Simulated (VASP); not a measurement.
Wanted: the native input for a VASP 6.6.1 run.

```yaml
Task: relaxation of cell and atoms
Functional: PBE
Potentials_or_basis: VASP PAW PBE potentials, release 64 (Al, B, As)
Cutoff: 600 eV
k_mesh: 6 × 6 × 6
Occupations: gaussian, width 0.1 eV
Spin: no spin polarisation
Dipole_correction: no
Further_INCAR_settings: ALGO = Normal; EDIFF = 1e-06; IBRION = 2; EDIFFG = -0.04; NSW = 90; ISIF = 3
```

The structure of Al3BAs2 lies in POSCAR:

```
Al3BAs2
1.0
    2.6720727900      1.5427219500      4.0884073200
   -2.6720727900      1.5427219500      4.0884073200
    0.0000000000     -3.0854438900      4.0884073200
Al B As
3 1 2
Direct
    0.0000000000      0.5000000000      0.0000000000
    0.5000000000      0.0000000000      0.0000000000
    0.0000000000      0.0000000000      0.5000000000
    0.0000000000      0.0000000000      0.0000000000
    0.6272294500      0.6272294500      0.6272294500
    0.3727705500      0.3727705500      0.3727705500
```

The cell was generated, and may not be a known phase.

These files were run (other wordings do the same):

INCAR

```
SYSTEM = Al3BAs2
  ALGO = Normal
  EDIFF = 1E-6
  EDIFFG = -0.04
  ENCUT = 600
  GGA = PE
  IBRION = 2
  ISIF = 3
  ISMEAR = 0
  LASPH = .True.
  LCHARG = .False.
  LREAL = .False.
  LWAVE = .False.
  NELM = 100
  NSW = 90
  PREC = Accurate
  SIGMA = 0.1
```

KPOINTS

```
k-points
0
Gamma
  6 6 6
  0 0 0
```

Potentials or basis: VASP PAW PBE potentials, release 64 (Al, B, As).

Command:

```bash
$ cat potpaw_PBE.64/Al/POTCAR potpaw_PBE.64/B/POTCAR potpaw_PBE.64/As/POTCAR > POTCAR
$ mpirun -np 1 vasp_std > vasp.out
```

Results of the run:

| Item | Value |
| --- | --- |
| Relaxed volume | 17.08 Å³/atom |
| Relaxed cell | a = 4.694 Å, b = 4.694 Å, c = 4.694 Å, α = 85.44°, β = 85.44°, γ = 85.44° |
| Space group after relaxing (to 0.1 Å) | R-3m (No. 166) |
| Pressure after relaxing | -0.1 GPa |
| Largest force after relaxing | 0.037 eV/Å |
| Band gap on the k mesh | zero (bands 11 and 12 overlap by 2.30 eV) |

It took 8.6 min on 1 thread of AMD EPYC 9R45 96-Core Processor (Zen 5), with other jobs on the host, peak memory 0.28 GiB.
